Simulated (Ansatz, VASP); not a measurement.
**Two plane-wave programs on Al**

```
Al
1.0
     0.00000    2.02481    2.02481
     2.02481    0.00000    2.02481
     2.02481    2.02481    0.00000
Al
1
Direct
  0.00000 0.00000 0.00000
```

Alike in both runs: task relaxation of cell and atoms; functional r2SCAN; dispersion rVV10; k mesh 18 × 18 × 18; occupations gaussian, width 0.1 eV; no spin polarisation.

|  | VASP | Ansatz |
| --- | --- | --- |
| version | VASP 6.6.1 | Ansatz 0.2.0 |
| potentials or method | VASP PAW PBE potentials, release 64 (Al), cutoff 600 eV | scalar-relativistic, plane waves, PAW |
| valence electrons in the cell | 3 | 3 |

```csv
,VASP,Ansatz,Ansatz less VASP
"gap on the k mesh at the Fermi level, each at its own relaxed structure (eV)",none,none,-
relaxed volume (Å³/atom),15.80,15.83,+0.035
relaxed length of the cell vector where the two differ most in proportion (Å),2.817,2.819,+0.0021
```

VASP's potentials were made for PBE, not for r2SCAN. A gap of «none» marks a metal or a gap that the smearing closes.
